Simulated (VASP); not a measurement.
# Ge4S (R-3m) in VASP: a series of runs

The runs below take Ge4S through single point, relaxation of cell and atoms, with PBE.

Everything below comes from runs of VASP 6.6.1. Logs are shortened: lines on timing, memory, paths and dates and some standing lists are left out, and cuts for length are marked.

## 1. The cell of the first run

It takes space group R-3m (No. 166, trigonal). Conventional cell: a = 4.157 Å, b = 4.157 Å, c = 25.632 Å, α = 90.00°, β = 90.00°, γ = 120.00°. Within 3.0 Å of Ge (site symmetry 3m) lie 1 S at 2.24 Å and 3 Ge at 2.53 Å. Within 3.3 Å of Ge (site symmetry 3m) lie 4 Ge at 2.49 to 2.53 Å. S (site symmetry -3m) has 2 Ge at 2.24 Å within 3.0 Å.

## 2. Single point, PBE

The input, INCAR:

```
ALGO     = Normal         # electronic algorithm
EDIFF    = 1E-6           # SCF threshold, eV
ENCUT    = 520            # plane-wave cutoff, eV
GGA      = PE             # functional
ISIF     = 2              # what is computed and relaxed
ISMEAR   = 0              # smearing method
LASPH    = T              # aspherical terms in the spheres
LCHARG   = F              # write CHGCAR
LREAL    = F              # projectors in reciprocal space
LWAVE    = F              # write WAVECAR
NBANDS   = 39             # bands
NELM     = 60             # most SCF steps
PREC     = Accurate       # precision mode
SIGMA    = 0.2            # smearing width, eV
```

The input, KPOINTS:

```
k-points
0
Gamma
  5 5 5
```

The input, POSCAR:

```
Ge4S
1.0
    2.0786014287      1.2000810961      8.5439449276
   -2.0786014287      1.2000810961      8.5439449276
    0.0000000000     -2.4001621871      8.5439449283
Ge S
4 1
Direct
    0.9125925377      0.9125925377      0.9125925377
    0.0874074623      0.0874074623      0.0874074623
    0.4513648673      0.4513648673      0.4513648673
    0.5486351327      0.5486351327      0.5486351327
    0.0000000000      0.0000000000      0.0000000000
```

Potentials or basis: VASP PAW PBE potentials, release 64 (Ge_d, S).

Command:

```console
> cat potpaw_PBE.64/Ge_d/POTCAR potpaw_PBE.64/S/POTCAR > POTCAR
> mpirun -np 1 vasp_std > vasp.out
```

OUTCAR:

```text
EDIFF = 1E-6
   ENCUT = 520
   GGA = PE
   ISIF = 2
   ISMEAR = 0
   LASPH = T
   LREAL = F
   NELM = 60
   PREC = Accurate

 ion  position               nearest neighbor table
   1  0.913  0.913  0.913-   5 2.24   4 2.53   4 2.53   4 2.53
   2  0.087  0.087  0.087-   5 2.24   3 2.53   3 2.53   3 2.53
   3  0.451  0.451  0.451-   4 2.49   2 2.53   2 2.53   2 2.53
   4  0.549  0.549  0.549-   3 2.49   1 2.53   1 2.53   1 2.53
   5  0.000  0.000  0.000-   1 2.24   2 2.24

  LATTYP: Found a trigonal (rhomboedric) cell.
 ALAT       =     8.8746703298
 COS(alpha) =     0.8902845016

  Lattice vectors:

 A1 = (   2.0786014287,   1.2000810961,   8.5439449276)
 A2 = (  -2.0786014287,   1.2000810961,   8.5439449276)
 A3 = (   0.0000000000,  -2.4001621871,   8.5439449283)

Analysis of symmetry for initial positions (statically):
=====================================================================
 Subroutine PRICEL returns:
 Original cell was already a primitive cell.

 Routine SETGRP: Setting up the symmetry group for a
 trigonal (rhombohedral) supercell.

 Subroutine GETGRP returns: Found 12 space group operations
 (whereof 12 operations were pure point group operations)
 out of a pool of 12 trial point group operations.

The static configuration has the point symmetry D_3d.

Analysis of symmetry for dynamics (positions and initial velocities):
=====================================================================
 Subroutine PRICEL returns:
 Original cell was already a primitive cell.

 Routine SETGRP: Setting up the symmetry group for a
 trigonal (rhombohedral) supercell.

 Subroutine GETGRP returns: Found 12 space group operations
 (whereof 12 operations were pure point group operations)
 out of a pool of 12 trial point group operations.

The dynamic configuration has the point symmetry D_3d.

 Subroutine INISYM returns: Found 12 space group operations
 (whereof 12 operations are pure point group operations),
 and found     1 'primitive' translations

----------------------------------------------------------------------------------------

                                     Primitive cell

  volume of cell :     127.8767

  direct lattice vectors                    reciprocal lattice vectors
     2.078601429  1.200081096  8.543944928     0.240546356  0.138879504  0.039013984
    -2.078601429  1.200081096  8.543944928    -0.240546356  0.138879504  0.039013984
     0.000000000 -2.400162187  8.543944928     0.000000000 -0.277759007  0.039013984

  length of vectors
     8.874670330  8.874670330  8.874670330     0.280485574  0.280485574  0.280485574

  position of ions in fractional coordinates (direct lattice)
     0.912592538  0.912592538  0.912592538
     0.087407462  0.087407462  0.087407462
     0.451364867  0.451364867  0.451364867
     0.548635133  0.548635133  0.548635133
     0.000000000  0.000000000  0.000000000

  ion indices of the primitive-cell ions
   primitive index   ion index
                 1           1
                 2           2
                 3           3
                 4           4
                 5           5

----------------------------------------------------------------------------------------

 KPOINTS: k-points

Automatic generation of k-mesh.
 Grid dimensions read from file:
 generate k-points for:    5    5    5

 Generating k-lattice:

  Cartesian coordinates                     Fractional coordinates (reciprocal lattice)
     0.048109271  0.027775901  0.007802797     0.200000000  0.000000000  0.000000000
    -0.048109271  0.027775901  0.007802797     0.000000000  0.200000000  0.000000000
     0.000000000 -0.055551801  0.007802797    -0.000000000 -0.000000000  0.200000000

  Length of vectors
     0.056097115  0.056097115  0.056097115

  Shift w.r.t. Gamma in fractional coordinates (k-lattice)
     0.000000000  0.000000000  0.000000000

 Subroutine IBZKPT returns following result:
 ===========================================

 Found     19 irreducible k-points:

 Following reciprocal coordinates:
            Coordinates               Weight
  0.000000  0.000000  0.000000      1.000000
  0.200000 -0.000000  0.000000      6.000000
  0.400000 -0.000000  0.000000      6.000000
  0.200000  0.200000  0.000000      6.000000
  0.400000  0.200000  0.000000     12.000000
 -0.400000  0.200000  0.000000     12.000000
[... 11 lines left out ...]
  0.400000  0.400000  0.400000      2.000000
 -0.400000  0.400000  0.400000      6.000000
   k-points           NKPTS =     19   k-points in BZ     NKDIM =     19   number of bands    NBANDS=     39
   number of dos      NEDOS =    301   number of ions     NIONS =      5
   total plane-waves  NPLWV = 343000
   dimension x,y,z NGX =    70 NGY =   70 NGZ =   70
   dimension x,y,z NGXF=   140 NGYF=  140 NGZF=  140
   ions per type =               4   1
   NGX,Y,Z   is equivalent  to a cutoff of  13.11, 13.11, 13.11 a.u.
   NGXF,Y,Z  is equivalent  to a cutoff of  26.23, 26.23, 26.23 a.u.
 SYSTEM =  unknown system
   PREC   = accura    normal or accurate (medium, high low for compatibility)
   ISTART =      0    job   : 0-new  1-cont  2-samecut
   ICHARG =      2    charge: 1-file 2-atom 10-const
   ISPIN  =      1    spin polarized calculation?
   LNONCOLLINEAR =      F non collinear calculations
   LSORBIT =      F    spin-orbit coupling
   LASPH  =      T    aspherical Exc in radial PAW
   ENCUT  =  520.0 eV  38.22 Ry    6.18 a.u.  16.50 16.50 16.50*2*pi/ulx,y,z
   NELM   =     60;   NELMIN=  2; NELMDL= -5     # of ELM steps
   EDIFF  = 0.1E-05   stopping-criterion for ELM
   LREAL  =      F    real-space projection
   EDIFFG = 0.1E-04   stopping-criterion for IOM
   NSW    =      0    number of steps for IOM
   IBRION =     -1    ionic relax: 0-MD 1-quasi-New 2-CG
   NFREE  =      0    steps in history (QN), initial steepest desc. (CG)
   ISIF   =      2    stress and relaxation
   ISYM   =      2    0-nonsym 1-usesym 2-fastsym
   POTIM  = 0.5000    time-step for ionic-motion
   TEBEG  =    0.0;   TEEND  =   0.0 temperature during run
   PSTRESS=    0.0 pullay stress
   NELECT =      62.0000    total number of electrons
   NUPDOWN=      -1.0000    fix difference up-down
   EMIN   =  10.00;   EMAX   =-10.00  energy-range for DOS
   EFERMI =   0.00;   METHOD = LEGACY
   ISMEAR =     0;   SIGMA  =   0.20  broadening in eV -4-tet -1-fermi 0-gaus
   EFERMI_NEDOS =   21; number of points for ismear=-14 and -15
   IALGO  =     38    algorithm
   IMIX   =      4    mixing-type and parameters
     AMIX     =   0.40;   BMIX     =  1.00
     AMIX_MAG =   1.60;   BMIX_MAG =  1.00
  volume/ion in A,a.u.               =      25.58       172.59
  Fermi-wavevector in a.u.,A,eV,Ry     =   1.286100  2.430377 22.504776  1.654054
  Thomas-Fermi vector in A             =   2.418195
   LORBIT       =      0    0 simple, 1 ext, 2 COOP (PROOUT), +10 PAW based schemes
   GGA     = PE    functional components
   LHFCALC =     F    Hartree Fock is set to
   AEXX    =    0.0000 exact exchange contribution
   IVDW    =     0    specifies the selected vdW correction
   LEPSILON=     F    determine dielectric tensor
   LRPA    =     F    only Hartree local field effects (RPA)
 non-spin polarized calculation
 Gauss-broadening in eV      SIGMA  =   0.20
  energy-cutoff  :      520.00
  volume of cell :      127.88
 maximum number of plane-waves:      3475
 NGX is ok and might be reduce to    70
   NGX = 33   NGY = 33   NGZ = 33

 number of electron      61.9999989 magnetization

 Free energy of the ion-electron system (eV)
  ---------------------------------------------------
  ext. energy  EPLUGINS =         0.00000000
  ---------------------------------------------------
  free energy    TOTEN  =       -21.59772194 eV

  energy without entropy =      -21.56680580  energy(sigma->0) =      -21.58226387

 E-fermi :   3.3582     XC(G=0):  -9.0923

 val. band max:        3.3356234704   @ k =   0.2000  -0.0000   0.0000
 cond. band min:       3.4440298893   @ k =   0.2000   0.2000   0.2000
 fundamental gap:      0.1084064189
 Fermi energy:         3.3582354109

 k-point     1 :       0.0000    0.0000    0.0000
  band No.  band energies     occupation
      1     -21.5755      2.00000
      2     -21.5683      2.00000
      3     -21.5354      2.00000
      4     -21.5354      2.00000
      5     -21.5347      2.00000
      6     -21.5347      2.00000
[... 31 lines left out ...]
     38       6.8731      0.00000
     39       6.8731      0.00000

 k-point     2 :       0.2000   -0.0000    0.0000
  band No.  band energies     occupation
      1     -21.5795      2.00000
      2     -21.5718      2.00000
      3     -21.5361      2.00000
      4     -21.5351      2.00000
      5     -21.5347      2.00000
      6     -21.5330      2.00000
[... 31 lines left out ...]
     38       8.0555      0.00000
     39       8.5598      0.00000

 k-point     3 :       0.4000   -0.0000    0.0000
  band No.  band energies     occupation
      1     -21.5845      2.00000
      2     -21.5760      2.00000
      3     -21.5359      2.00000
      4     -21.5350      2.00000
      5     -21.5335      2.00000
      6     -21.5278      2.00000
[... 31 lines left out ...]
     38       9.7910      0.00000
     39      10.6508      0.00000

 k-point     4 :       0.2000    0.2000    0.0000
  band No.  band energies     occupation
      1     -21.5792      2.00000
      2     -21.5720      2.00000
      3     -21.5359      2.00000
      4     -21.5352      2.00000
      5     -21.5346      2.00000
      6     -21.5330      2.00000
[... 31 lines left out ...]
     38       7.8773      0.00000
     39       8.3106      0.00000
[... 544 lines left out ...]
     38       9.2811      0.00000
     39      10.2747      0.00000

 k-point    18 :       0.4000    0.4000    0.4000
  band No.  band energies     occupation
      1     -21.5751      2.00000
      2     -21.5686      2.00000
      3     -21.5356      2.00000
      4     -21.5356      2.00000
      5     -21.5344      2.00000
      6     -21.5344      2.00000
[... 31 lines left out ...]
     38       7.1417      0.00000
     39       8.1757      0.00000

 k-point    19 :      -0.4000    0.4000    0.4000
  band No.  band energies     occupation
      1     -21.5784      2.00000
      2     -21.5728      2.00000
      3     -21.5362      2.00000
      4     -21.5350      2.00000
      5     -21.5343      2.00000
      6     -21.5334      2.00000
[... 31 lines left out ...]
     38       8.4523      0.00000
     39       8.5052      0.00000

------------------------ aborting loop because EDIFF is reached ----------------------------------------

  FORCE on cell =-STRESS in cart. coord.  units (eV):
  Direction    XX          YY          ZZ          XY          YZ          ZX
  --------------------------------------------------------------------------------------
  -------------------------------------------------------------------------------------
  Total        0.2631125      0.2631125      0.0074695      0.0000000     -0.0000000      0.0000000
  in kB        3.2965565      3.2965565      0.0935858      0.0000000     -0.0000000      0.0000000
  external PRESSURE =       2.2288996 kB  Pullay stress =       0.0000000 kB

 VOLUME and BASIS-vectors are now :
 -----------------------------------------------------------------------------
  energy-cutoff  :      520.00
  volume of cell :      127.88
      direct lattice vectors                 reciprocal lattice vectors
     2.078601429  1.200081096  8.543944928     0.240546356  0.138879504  0.039013984
    -2.078601429  1.200081096  8.543944928    -0.240546356  0.138879504  0.039013984
     0.000000000 -2.400162187  8.543944928     0.000000000 -0.277759007  0.039013984

 POSITION                                       TOTAL-FORCE (eV/Angst)
 -----------------------------------------------------------------------------------
      0.00000      0.00000     23.39142         0.000000      0.000000      0.019275
      0.00000      0.00000      2.24041         0.000000     -0.000000     -0.019275
      0.00000      0.00000     11.56931         0.000000      0.000000      0.013135
      0.00000      0.00000     14.06253         0.000000     -0.000000     -0.013135
      0.00000      0.00000      0.00000         0.000000      0.000000     -0.000000
 -----------------------------------------------------------------------------------
    total drift:                               -0.000000     -0.000000      0.000000

  FREE ENERGIE OF THE ION-ELECTRON SYSTEM (eV)
  ---------------------------------------------------
  free  energy   TOTEN  =       -21.5977219412 eV

  energy  without entropy=      -21.5668057984  energy(sigma->0) =      -21.58226387
```

Run time: 6.3 min. Hardware: 1 thread of Intel Xeon Platinum 8259CL at 2.50GHz (Skylake/Cascade Lake), shared host; peak memory 0.67 GiB.

Results:

```
Free energy            : -21.5977 eV
Pressure               : 0.2 GPa
Largest force          : 0.019 eV/Å
Band gap on the k mesh : zero (bands 31 and 32 overlap by 0.37 eV)
```

Forces in eV/Å, atoms in the order of the input:
```
Ge   0.000  0.000  0.019
Ge   0.000  0.000 -0.019
Ge   0.000  0.000  0.013
Ge   0.000  0.000 -0.013
S    0.000  0.000  0.000
```

Stress tensor (GPa, compression positive):
```
0.33 0.00 0.00
0.00 0.33 0.00
0.00 0.00 0.01
```

## 3. Relaxation of cell and atoms, PBE

This run uses another cell than the first one, of 23.14 Å³/atom.

The input, INCAR:

```
PREC     = Accurate       # precision mode
ENCUT    = 600            # plane-wave cutoff, eV
EDIFF    = 1E-6           # SCF threshold, eV
ISMEAR   = 0              # smearing method
SIGMA    = 0.2            # smearing width, eV
LREAL    = F              # projectors in reciprocal space
LASPH    = T              # aspherical terms in the spheres
NELM     = 80             # most SCF steps
ALGO     = Normal         # electronic algorithm
ISIF     = 3              # what is computed and relaxed
LWAVE    = F              # write WAVECAR
LCHARG   = F              # write CHGCAR
GGA      = PE             # functional
IBRION   = 2              # ionic algorithm
NSW      = 36             # ionic steps
EDIFFG   = -0.08          # ionic threshold
```

The input, KPOINTS:

```
Automatic mesh
0
Gamma
  5 5 5
```

The input, POSCAR:

```
Ge4S
1.0
    1.9900000000      1.1489270400      8.4333333300
   -1.9900000000      1.1489270400      8.4333333300
    0.0000000000     -2.2978540700      8.4333333300
Ge S
4 1
Direct
    0.9132000000      0.9132000000      0.9132000000
    0.0868000000      0.0868000000      0.0868000000
    0.4513000000      0.4513000000      0.4513000000
    0.5487000000      0.5487000000      0.5487000000
    0.0000000000      0.0000000000      0.0000000000
```

Potentials or basis: VASP PAW PBE potentials, release 64 (Ge_d, S).

Command:

```console
> cat potpaw_PBE.64/Ge_d/POTCAR potpaw_PBE.64/S/POTCAR > POTCAR
> mpirun -np 1 vasp_std > vasp.out
```

Run time: 36 min. Hardware: 1 thread of Intel Xeon Platinum 8259CL at 2.50GHz (Skylake/Cascade Lake), shared host; peak memory 0.79 GiB.

It converged, with:

* Free energy: -21.5983 eV
* Relaxed volume: 25.88 Å³/atom
* Relaxed cell: a = 8.897 Å, b = 8.897 Å, c = 8.897 Å, α = 27.15°, β = 27.15°, γ = 27.15°
* Space group after relaxing (to 0.1 Å): R-3m (No. 166)
* Energy gained by relaxing: 43.5 meV/atom
* Ionic steps: 8
* Pressure after relaxing: -0.1 GPa
* Largest force after relaxing: 0.057 eV/Å
* Band gap on the k mesh: zero (bands 31 and 32 overlap by 0.37 eV)

Forces on the atoms (eV/Å):
```
Ge   0.000  0.000 -0.057
Ge   0.000  0.000  0.057
Ge   0.000  0.000  0.033
Ge   0.000  0.000 -0.033
S    0.000  0.000  0.000
```

Stress tensor (GPa, compression positive):
```
-0.08  0.00  0.00
 0.00 -0.08  0.00
 0.00  0.00 -0.20
```

The path:
```csv
step,energy change (eV),largest force (eV/Å),pressure (GPa),volume (Å³)
1,0.0000,0.3382,5.72,115.69
2,-0.1935,0.1913,-0.84,130.09
3,-0.1993,0.1646,-0.13,127.76
4,-0.2102,0.2369,0.23,128.43
5,-0.2120,0.1399,0.11,128.25
6,-0.2149,0.0988,0.09,128.62
7,-0.2169,0.0812,-0.24,129.74
8,-0.2173,0.0567,-0.12,129.40
```

Final structure:
```
CELL_PARAMETERS angstrom
2.08857 1.20584 8.56367
-2.08857 1.20584 8.56367
0.00000 -2.41167 8.56367
ATOMIC_POSITIONS crystal
Ge 0.91285 0.91285 0.91285
Ge 0.08715 0.08715 0.08715
Ge 0.45121 0.45121 0.45121
Ge 0.54879 0.54879 0.54879
S 0.00000 0.00000 0.00000
```

Levels at points of the mesh, in eV from the Fermi level:
| k point | band 27 | band 28 | band 29 | band 30 | band 31 | band 32 | band 33 | band 34 | band 35 | band 36 |
| --- | --- | --- | --- | --- | --- | --- | --- | --- | --- | --- |
| (0.00, 0.00, 0.00) | -1.86 | -0.52 | -0.52 | -0.24 | -0.24 | -0.12 | 0.06 | 2.99 | 3.44 | 3.47 |

Caveat: the k points lie up to 0.35 Å⁻¹ apart in the final cell; the relaxation stopped at a loose force limit of 0.08 eV/Å, so its end isn't a converged minimum.
